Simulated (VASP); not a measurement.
# Ti4BeP (P4/mmm) in VASP: further runs

Ti4BeP is run at these levels: PBE; tasks: single point.

Program: VASP 6.6.1. These are calculated values, not measurements. Logs are shortened: lines on timing, memory, paths and dates and some standing lists are left out, and cuts for length are marked.

## (1) The cell of the first run

The structure is tetragonal, space group P4/mmm (No. 123). The conventional cell has a = 3.540 Å, b = 3.540 Å, c = 6.101 Å, α = 90.00°, β = 90.00°, γ = 90.00°. Within 2.4 Å of Ti (site symmetry mmm) lie 2 P at 1.77 Å. Ti (site symmetry 4mm) has 1 P at 1.69 Å within 2.2 Å. Be (site symmetry 4/mmm) has 16 Ti at 2.85 to 3.53 Å and 4 Be at 3.54 Å within 3.8 Å. P (site symmetry 4/mmm) has 6 Ti at 1.69 to 1.77 Å within 2.2 Å.

## (2) Single point, PBE

INCAR reads:

```
SYSTEM = Ti4BeP
PREC = Accurate ; ENCUT = 520
EDIFF = 1E-7 ; ISMEAR = 0
SIGMA = 0.1 ; LREAL = .FALSE.
LASPH = .TRUE. ; NELM = 60
ALGO = Normal ; ISIF = 2
LWAVE = .FALSE. ; LCHARG = .FALSE.
GGA = PE ; NBANDS = 36
```

KPOINTS reads:

```
Automatic mesh
0
G
  6 6 4
  0 0 0
```

POSCAR reads:

```
Ti4BeP
1.0
    3.5396549207      0.0000000000      0.0000000000
    0.0000000000      3.5396549207      0.0000000000
    0.0000000000      0.0000000000      6.1010818059
Ti Be P
4 1 1
Direct
    0.5000000000      0.0000000000      0.0000000000
    0.0000000000      0.5000000000      0.0000000000
    0.0000000000      0.0000000000      0.2770000000
    0.0000000000      0.0000000000      0.7230000000
    0.5000000000      0.5000000000      0.5000000000
    0.0000000000      0.0000000000      0.0000000000
```

Potentials or basis: VASP PAW PBE potentials, release 64 (Ti_sv, Be, P).

The run is started by

```bash
$ cat potpaw_PBE.64/Ti_sv/POTCAR potpaw_PBE.64/Be/POTCAR potpaw_PBE.64/P/POTCAR > POTCAR
$ mpirun -np 1 vasp_std > vasp.out
```

OUTCAR:

```text
SYSTEM = Ti4BeP
   PREC = Accurate
   ENCUT = 520
   EDIFF = 1E-7
   ISMEAR = 0
   LREAL = .FALSE.
   LASPH = .TRUE.
   NELM = 60
   ISIF = 2
   GGA = PE

 ion  position               nearest neighbor table
   1  0.500  0.000  0.000-   6 1.77   6 1.77   3 2.45   3 2.45   4 2.45   4 2.45   2 2.50   2 2.50
                             2 2.50   2 2.50
   2  0.000  0.500  0.000-   6 1.77   6 1.77   3 2.45   3 2.45   4 2.45   4 2.45   1 2.50   1 2.50
                             1 2.50   1 2.50
   3  0.000  0.000  0.277-   6 1.69   2 2.45   1 2.45   2 2.45   1 2.45   4 2.72
   4  0.000  0.000  0.723-   6 1.69   2 2.45   1 2.45   2 2.45   1 2.45   3 2.72
   5  0.500  0.500  0.500-
   6  0.000  0.000  0.000-   3 1.69   4 1.69   1 1.77   2 1.77   2 1.77   1 1.77

  LATTYP: Found a simple tetragonal cell.
 ALAT       =     3.5396549207
 C/A-ratio  =     1.7236374569

  Lattice vectors:

 A1 = (   3.5396549207,   0.0000000000,   0.0000000000)
 A2 = (   0.0000000000,   3.5396549207,   0.0000000000)
 A3 = (   0.0000000000,   0.0000000000,   6.1010818059)

Analysis of symmetry for initial positions (statically):
=====================================================================
 Subroutine PRICEL returns:
 Original cell was already a primitive cell.

 Routine SETGRP: Setting up the symmetry group for a
 simple tetragonal supercell.

 Subroutine GETGRP returns: Found 16 space group operations
 (whereof 16 operations were pure point group operations)
 out of a pool of 16 trial point group operations.

The static configuration has the point symmetry D_4h.

Analysis of symmetry for dynamics (positions and initial velocities):
=====================================================================
 Subroutine PRICEL returns:
 Original cell was already a primitive cell.

 Routine SETGRP: Setting up the symmetry group for a
 simple tetragonal supercell.

 Subroutine GETGRP returns: Found 16 space group operations
 (whereof 16 operations were pure point group operations)
 out of a pool of 16 trial point group operations.

The dynamic configuration has the point symmetry D_4h.

 Subroutine INISYM returns: Found 16 space group operations
 (whereof 16 operations are pure point group operations),
 and found     1 'primitive' translations

----------------------------------------------------------------------------------------

                                     Primitive cell

  volume of cell :      76.4414

  direct lattice vectors                    reciprocal lattice vectors
     3.539654921  0.000000000  0.000000000     0.282513415  0.000000000  0.000000000
     0.000000000  3.539654921  0.000000000     0.000000000  0.282513415  0.000000000
     0.000000000  0.000000000  6.101081806     0.000000000  0.000000000  0.163905358

  length of vectors
     3.539654921  3.539654921  6.101081806     0.282513415  0.282513415  0.163905358

  position of ions in fractional coordinates (direct lattice)
     0.500000000  0.000000000  0.000000000
     0.000000000  0.500000000  0.000000000
     0.000000000  0.000000000  0.277000000
     0.000000000  0.000000000  0.723000000
     0.500000000  0.500000000  0.500000000
     0.000000000  0.000000000  0.000000000

  ion indices of the primitive-cell ions
   primitive index   ion index
                 1           1
                 2           2
                 3           3
                 4           4
                 5           5
                 6           6

----------------------------------------------------------------------------------------

 KPOINTS: Automatic mesh

Automatic generation of k-mesh.
 Grid dimensions read from file:
 generate k-points for:    6    6    4

 Generating k-lattice:

  Cartesian coordinates                     Fractional coordinates (reciprocal lattice)
     0.047085569  0.000000000  0.000000000     0.166666667  0.000000000  0.000000000
     0.000000000  0.047085569  0.000000000     0.000000000  0.166666667  0.000000000
     0.000000000  0.000000000  0.040976340     0.000000000  0.000000000  0.250000000

  Length of vectors
     0.047085569  0.047085569  0.040976340

  Shift w.r.t. Gamma in fractional coordinates (k-lattice)
     0.000000000  0.000000000  0.000000000

 Subroutine IBZKPT returns following result:
 ===========================================

 Found     30 irreducible k-points:

 Following reciprocal coordinates:
            Coordinates               Weight
  0.000000  0.000000  0.000000      1.000000
  0.166667  0.000000  0.000000      4.000000
  0.333333  0.000000  0.000000      4.000000
  0.500000  0.000000  0.000000      2.000000
  0.166667  0.166667  0.000000      4.000000
  0.333333  0.166667  0.000000      8.000000
[... 16 lines left out ...]
  0.333333  0.000000  0.500000      4.000000
  0.500000  0.000000  0.500000      2.000000
 [... further k-points ...]
   k-points           NKPTS =     30   k-points in BZ     NKDIM =     30   number of bands    NBANDS=     36
   number of dos      NEDOS =    301   number of ions     NIONS =      6
   total plane-waves  NPLWV =  37632
   dimension x,y,z NGX =    28 NGY =   28 NGZ =   48
   dimension x,y,z NGXF=    56 NGYF=   56 NGZF=   96
   ions per type =               4   1   1
   NGX,Y,Z   is equivalent  to a cutoff of  13.15, 13.15, 13.08 a.u.
   NGXF,Y,Z  is equivalent  to a cutoff of  26.30, 26.30, 26.16 a.u.
 SYSTEM =  Ti4BeP
   PREC   = accura    normal or accurate (medium, high low for compatibility)
   ISTART =      0    job   : 0-new  1-cont  2-samecut
   ICHARG =      2    charge: 1-file 2-atom 10-const
   ISPIN  =      1    spin polarized calculation?
   LNONCOLLINEAR =      F non collinear calculations
   LSORBIT =      F    spin-orbit coupling
   LASPH  =      T    aspherical Exc in radial PAW
   ENCUT  =  520.0 eV  38.22 Ry    6.18 a.u.   6.58  6.58 11.34*2*pi/ulx,y,z
   NELM   =     60;   NELMIN=  2; NELMDL= -5     # of ELM steps
   EDIFF  = 0.1E-06   stopping-criterion for ELM
   LREAL  =      F    real-space projection
   EDIFFG = 0.1E-05   stopping-criterion for IOM
   NSW    =      0    number of steps for IOM
   IBRION =     -1    ionic relax: 0-MD 1-quasi-New 2-CG
   NFREE  =      0    steps in history (QN), initial steepest desc. (CG)
   ISIF   =      2    stress and relaxation
   ISYM   =      2    0-nonsym 1-usesym 2-fastsym
   POTIM  = 0.5000    time-step for ionic-motion
   TEBEG  =    0.0;   TEEND  =   0.0 temperature during run
   PSTRESS=    0.0 pullay stress
   NELECT =      55.0000    total number of electrons
   NUPDOWN=      -1.0000    fix difference up-down
   EMIN   =  10.00;   EMAX   =-10.00  energy-range for DOS
   EFERMI =   0.00;   METHOD = LEGACY
   ISMEAR =     0;   SIGMA  =   0.10  broadening in eV -4-tet -1-fermi 0-gaus
   EFERMI_NEDOS =   21; number of points for ismear=-14 and -15
   IALGO  =     38    algorithm
   IMIX   =      4    mixing-type and parameters
     AMIX     =   0.40;   BMIX     =  1.00
     AMIX_MAG =   1.60;   BMIX_MAG =  1.00
  volume/ion in A,a.u.               =      12.74        85.98
  Fermi-wavevector in a.u.,A,eV,Ry     =   1.466964  2.772160 29.279517  2.151984
  Thomas-Fermi vector in A             =   2.582639
   LORBIT       =      0    0 simple, 1 ext, 2 COOP (PROOUT), +10 PAW based schemes
   GGA     = PE    functional components
   LHFCALC =     F    Hartree Fock is set to
   AEXX    =    0.0000 exact exchange contribution
   IVDW    =     0    specifies the selected vdW correction
   LEPSILON=     F    determine dielectric tensor
   LRPA    =     F    only Hartree local field effects (RPA)
 non-spin polarized calculation
 Gauss-broadening in eV      SIGMA  =   0.10
  energy-cutoff  :      520.00
  volume of cell :       76.44
 maximum number of plane-waves:      2087
 NGX is ok and might be reduce to    28
   NGX = 13   NGY = 13   NGZ = 23

 number of electron      55.0000005 magnetization

 Free energy of the ion-electron system (eV)
  ---------------------------------------------------
  ext. energy  EPLUGINS =         0.00000000
  ---------------------------------------------------
  free energy    TOTEN  =       -11.79795871 eV

  energy without entropy =      -11.77294659  energy(sigma->0) =      -11.78545265

 E-fermi :   9.7796     XC(G=0): -11.7368

 val. band max:        9.7763856647   @ k =   0.3333   0.3333   0.0000
 cond. band min:       9.7888185417   @ k =   0.5000   0.3333   0.0000
 fundamental gap:      0.0124328770
 Fermi energy:         9.7796225422

 k-point     1 :       0.0000    0.0000    0.0000
  band No.  band energies     occupation
      1     -46.7830      2.00000
      2     -46.4366      2.00000
      3     -46.0625      2.00000
      4     -45.8186      2.00000
      5     -24.3827      2.00000
      6     -24.3827      2.00000
[... 28 lines left out ...]
     35      12.4773      0.00000
     36      12.5415      0.00000

 k-point     2 :       0.1667    0.0000    0.0000
  band No.  band energies     occupation
      1     -46.7469      2.00000
      2     -46.4353      2.00000
      3     -46.0628      2.00000
      4     -45.8517      2.00000
      5     -24.5688      2.00000
      6     -24.3360      2.00000
[... 28 lines left out ...]
     35      12.4950      0.00000
     36      13.2817      0.00000

 k-point     3 :       0.3333    0.0000    0.0000
  band No.  band energies     occupation
      1     -46.6646      2.00000
      2     -46.4328      2.00000
      3     -46.0664      2.00000
      4     -45.9253      2.00000
      5     -24.7877      2.00000
      6     -24.2348      2.00000
[... 28 lines left out ...]
     35      12.1120      0.00000
     36      12.6390      0.00000
[... 742 lines left out ...]
 k-point    23 :       0.3333    0.0000    0.5000
  band No.  band energies     occupation
      1     -46.6404      2.00000
      2     -46.4683      2.00000
      3     -46.0580      2.00000
      4     -45.9225      2.00000
      5     -24.6910      2.00000
      6     -24.2314      2.00000
[... 28 lines left out ...]
     35      12.8280      0.00000
     36      13.1194      0.00000

 k-point    24 :       0.5000    0.0000    0.5000
  band No.  band energies     occupation
      1     -46.5883      2.00000
      2     -46.4670      2.00000
      3     -46.0726      2.00000
      4     -45.9576      2.00000
      5     -24.7642      2.00000
      6     -24.1759      2.00000
[... 28 lines left out ...]
     35      12.3095      0.00000
     36      12.6810      0.00000

 [... further k-points ...]
[... 5 lines left out ...]
  --------------------------------------------------------------------------------------
  -------------------------------------------------------------------------------------
  Total       66.9156365     66.9156365     82.7690647      0.0000000      0.0000000      0.0000000
  in kB     1402.5214043   1402.5214043   1734.8020721      0.0000000      0.0000000      0.0000000
  external PRESSURE =    1513.2816269 kB  Pullay stress =       0.0000000 kB

 VOLUME and BASIS-vectors are now :
 -----------------------------------------------------------------------------
  energy-cutoff  :      520.00
  volume of cell :       76.44
      direct lattice vectors                 reciprocal lattice vectors
     3.539654921  0.000000000  0.000000000     0.282513415  0.000000000  0.000000000
     0.000000000  3.539654921  0.000000000     0.000000000  0.282513415  0.000000000
     0.000000000  0.000000000  6.101081806     0.000000000  0.000000000  0.163905358

 POSITION                                       TOTAL-FORCE (eV/Angst)
 -----------------------------------------------------------------------------------
      1.76983      0.00000      0.00000         0.000000      0.000000      0.000000
      0.00000      1.76983      0.00000         0.000000      0.000000      0.000000
      0.00000      0.00000      1.69000         0.000000      0.000000     25.539053
      0.00000      0.00000      4.41108        -0.000000      0.000000    -25.539053
      1.76983      1.76983      3.05054         0.000000      0.000000      0.000000
      0.00000      0.00000      0.00000         0.000000      0.000000      0.000000
 -----------------------------------------------------------------------------------
    total drift:                               -0.000000      0.000000     -0.000000

  FREE ENERGIE OF THE ION-ELECTRON SYSTEM (eV)
  ---------------------------------------------------
  free  energy   TOTEN  =       -11.7979587053 eV

  energy  without entropy=      -11.7729465927  energy(sigma->0) =      -11.78545265
```

Run time: 82 s. Hardware: 1 thread of Intel Xeon Platinum 8488C (Sapphire Rapids), shared host; peak memory 0.22 GiB.

What came out:

```
Free energy   : -11.7980 eV
Pressure      : 151.3 GPa
Largest force : 25.539 eV/Å
```

Forces on the atoms (eV/Å):
```
Ti    0.000   0.000   0.000
Ti    0.000   0.000   0.000
Ti    0.000   0.000  25.539
Ti    0.000   0.000 -25.539
Be    0.000   0.000   0.000
P     0.000   0.000   0.000
```

Stress tensor (GPa, compression positive):
```
140.25   0.00   0.00
  0.00 140.25   0.00
  0.00   0.00 173.48
```

Levels at points of the mesh, in eV from the Fermi level:
```csv
k point,band 24,band 25,band 26,band 27,band 28,band 29,band 30,band 31,band 32,band 33
"(0.00, 0.00, 0.00)",-1.70,-1.65,-1.65,-1.35,-0.56,0.62,1.02,1.64,2.14,2.62
"(0.50, 0.00, 0.00)",-1.93,-1.93,-0.90,-0.22,-0.17,-0.01,0.47,0.56,1.35,1.57
"(0.50, 0.50, 0.00)",-1.74,0.01,0.01,0.18,0.18,0.68,0.74,0.74,1.52,1.79
"(0.00, 0.00, 0.50)",-1.67,-1.19,-1.19,-0.92,-0.07,1.02,1.46,1.46,1.57,1.92
"(0.50, 0.00, 0.50)",-2.18,-1.84,-1.81,-1.77,-0.46,0.15,0.54,2.08,2.09,2.23
"(0.50, 0.50, 0.50)",-1.80,0.07,0.07,0.32,0.62,0.62,0.63,0.64,0.64,0.99
```

Caveat: forces of over 1 eV/Å act on the atoms, so gaps and moduli don't describe the material at rest.

## (3) Single point, PBE

This run uses another cell than the first one, of 21.72 Å³/atom, 1.705 times its volume.

INCAR reads:

```
SYSTEM = Ti4BeP
PREC     = Accurate       ! precision mode
ENCUT    = 520            ! plane-wave cutoff, eV
EDIFF    = 1E-6           ! SCF threshold, eV
ISMEAR   = 0              ! smearing method
SIGMA    = 0.1            ! smearing width, eV
LREAL    = .False.        ! projectors in reciprocal space
LASPH    = .True.         ! aspherical terms in the spheres
NELM     = 60             ! most SCF steps
ALGO     = Normal         ! electronic algorithm
ISIF     = 2              ! what is computed and relaxed
LWAVE    = .False.        ! write WAVECAR
LCHARG   = .True.         ! write CHGCAR
GGA      = PE             ! functional
LELF     = .True.         ! ELF
LVHAR    = .True.       
NBANDS   = 36             ! bands
```

KPOINTS reads:

```
regular mesh
0
Gamma
  6 6 4
  0 0 0
```

POSCAR reads:

```
Ti4BeP
1.0
    4.4181806995      0.0000000000      0.0000000000
    0.0000000000      4.4181806995      0.0000000000
    0.0000000000      0.0000000000      6.6755021765
Ti Be P
4 1 1
Direct
    0.5000000000      0.0000000000      0.0000000000
    0.0000000000      0.5000000000      0.0000000000
    0.0000000000      0.0000000000      0.3517672671
    0.0000000000      0.0000000000      0.6482327329
    0.5000000000      0.5000000000      0.5000000000
    0.0000000000      0.0000000000      0.0000000000
```

Potentials or basis: VASP PAW PBE potentials, release 64 (Ti_sv, Be, P).

The run is started by

```bash
$ cat potpaw_PBE.64/Ti_sv/POTCAR potpaw_PBE.64/Be/POTCAR potpaw_PBE.64/P/POTCAR > POTCAR
$ mpirun -np 1 vasp_std > vasp.out
```

Run time: 1.8 min. Hardware: 1 thread of Intel Xeon Platinum 8488C (Sapphire Rapids), shared host; peak memory 0.29 GiB.

Results (log left out):

| Item | Value |
| --- | --- |
| Free energy | -35.1605 eV |
| Pressure | 0.3 GPa |
| Largest force | 0.493 eV/Å |

Forces on the atoms (eV/Å):
```
Ti   0.000  0.000  0.000
Ti   0.000  0.000  0.000
Ti   0.000  0.000 -0.493
Ti   0.000  0.000  0.493
Be   0.000  0.000  0.000
P    0.000  0.000  0.000
```

Stress tensor (GPa, compression positive):
```
-0.13  0.00  0.00
 0.00 -0.13  0.00
 0.00  0.00  1.01
```

Levels at points of the mesh, in eV from the Fermi level:
| k point | band 24 | band 25 | band 26 | band 27 | band 28 | band 29 | band 30 | band 31 | band 32 | band 33 |
| --- | --- | --- | --- | --- | --- | --- | --- | --- | --- | --- |
| (0.00, 0.00, 0.00) | -0.87 | -0.87 | -0.58 | -0.24 | -0.20 | -0.20 | -0.07 | 0.85 | 0.88 | 1.07 |
| (0.50, 0.00, 0.00) | -0.79 | -0.67 | -0.50 | -0.30 | -0.08 | 0.03 | 0.40 | 0.80 | 0.88 | 1.27 |
| (0.50, 0.50, 0.00) | -0.84 | -0.43 | -0.43 | 0.08 | 0.54 | 0.54 | 0.84 | 0.84 | 1.11 | 1.21 |
| (0.00, 0.00, 0.50) | -1.58 | -1.46 | -0.53 | -0.18 | 0.07 | 0.07 | 0.49 | 0.76 | 0.86 | 1.62 |
| (0.50, 0.00, 0.50) | -1.29 | -1.12 | -0.38 | -0.28 | -0.26 | 0.34 | 0.50 | 0.71 | 1.17 | 1.35 |
| (0.50, 0.50, 0.50) | -0.58 | -0.31 | -0.31 | 0.05 | 0.11 | 0.11 | 0.54 | 0.54 | 0.54 | 0.77 |
